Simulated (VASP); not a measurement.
# Ti: single point with PBE

Ti:

```
CELL_PARAMETERS angstrom
-1.50972 1.50972 1.50972
1.50972 -1.50972 1.50972
1.50972 1.50972 -1.50972
ATOMIC_POSITIONS crystal
Ti 0.00000 0.00000 0.00000
```

This cell differs from its parent crystal: strain -0.080 along x and y, -0.080 along z.

| Quantity | Value |
| --- | --- |
| Program | VASP 6.6.1 |
| Task | single point |
| Functional | PBE |
| Potentials or basis | VASP PAW PBE potentials, release 64 (Ti_sv) |
| Cutoff | 500 eV |
| k mesh | 14 × 14 × 14 |
| Occupations | gaussian, width 0.15 eV |
| Spin | no spin polarisation |

| Item | Value |
| --- | --- |
| Pressure | 33.7 GPa |
| Band gap on the k mesh | zero (bands 6 and 7 overlap by 1.99 eV) |

Levels at points of the mesh, in eV from the Fermi level:
| k point | band 4 | band 5 | band 6 | band 7 | band 8 | band 9 |
| --- | --- | --- | --- | --- | --- | --- |
| (0.00, 0.00, 0.00) | -31.62 | -6.37 | 1.15 | 1.15 | 1.15 | 3.47 |
| (0.50, 0.00, 0.00) | -31.64 | -3.12 | -0.73 | 2.09 | 3.53 | 3.99 |
| (0.50, 0.50, 0.50) | -32.54 | -3.06 | -3.06 | 5.15 | 5.15 | 5.15 |

It took 6.6 s on 1 thread of Intel(R) Xeon(R) 6975P-C (Granite Rapids) (shared host), peak memory 0.13 GiB.

Caveat: the cell differs from its parent crystal (strain -0.080 along x and y, -0.080 along z); the cell stands under pressure.
